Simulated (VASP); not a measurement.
Here is a VASP 6.6.1 calculation.

INCAR

```
SYSTEM = ZnS
PREC = Accurate
ENCUT = 520
EDIFF = 1E-6
ISMEAR = 0
SIGMA = 0.01
LREAL = .FALSE.
LASPH = .TRUE.
NELM = 100
ALGO = Normal
ISIF = 2
LWAVE = .FALSE.
LCHARG = .FALSE.
GGA = PS
NBANDS = 16
```

File KPOINTS:

```
regular mesh
0
G
  8 8 8
  0 0 0
```

The input POSCAR:

```
ZnS
1.0
    0.0000000000      2.5896985890      2.5896985890
    2.5896985890      0.0000000000      2.5896985890
    2.5896985890      2.5896985890      0.0000000000
Zn S
1 1
Direct
    0.7500000000      0.7500000000      0.7500000000
    0.0000000000      0.0000000000      0.0000000000
```

Potentials or basis: VASP PAW PBE potentials, release 64 (Zn, S).

The run is started by

```sh
$ cat potpaw_PBE.64/Zn/POTCAR potpaw_PBE.64/S/POTCAR > POTCAR
$ mpirun -np 1 vasp_std > vasp.out
```

(1) Estimate the pressure.

(2) Predict the band gap on the k mesh.

Answers

(1) 10.2 GPa.

(2) 2.55 eV, direct.

Caveat: the PAW data sets were made with another functional, which shifts forces and pressure a little.
